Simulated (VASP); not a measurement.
**Ti: single point with PBE**

Crystal: Ti.

```
Ti
1.0
    -1.65968    1.65968    1.65968
     1.65968   -1.65968    1.65968
     1.65968    1.65968   -1.65968
Ti
1
Direct
  0.00000 0.00000 0.00000
```

This cell differs from its parent crystal: volume scaled by 1.06.

```yaml
Program: VASP 6.6.1
Task: single point
Functional: PBE
Potentials_or_basis: VASP PAW PBE potentials, release 64 (Ti_sv)
Cutoff: 520 eV
k_mesh: 18 × 18 × 18
Occupations: gaussian, width 0.1 eV
Spin: no spin polarisation
Dipole_correction: no
Further_INCAR_settings: ALGO = Fast; EDIFF = 1e-06; NBANDS = 12
```

```json
{"Pressure": "-6.0 GPa", "Band gap on the k mesh": "zero (band 6 reaches 8.50 eV, above the bottom of band 7 at 6.96 eV)"}
```

Levels at points of the mesh, in eV from the Fermi level:
```csv
k point,band 4,band 5,band 6,band 7,band 8,band 9
"(0.00, 0.00, 0.00)",-32.55,-5.84,0.94,0.94,0.94,2.58
"(0.50, 0.00, 0.00)",-32.55,-2.33,-0.35,0.99,2.56,2.89
"(0.50, 0.50, 0.50)",-32.94,-1.94,-1.94,3.66,3.66,3.66
```

Run time: 41 s on 1 thread of AMD EPYC 9R45 96-Core Processor (Zen 5), with other jobs on the host, peak memory 0.13 GiB.
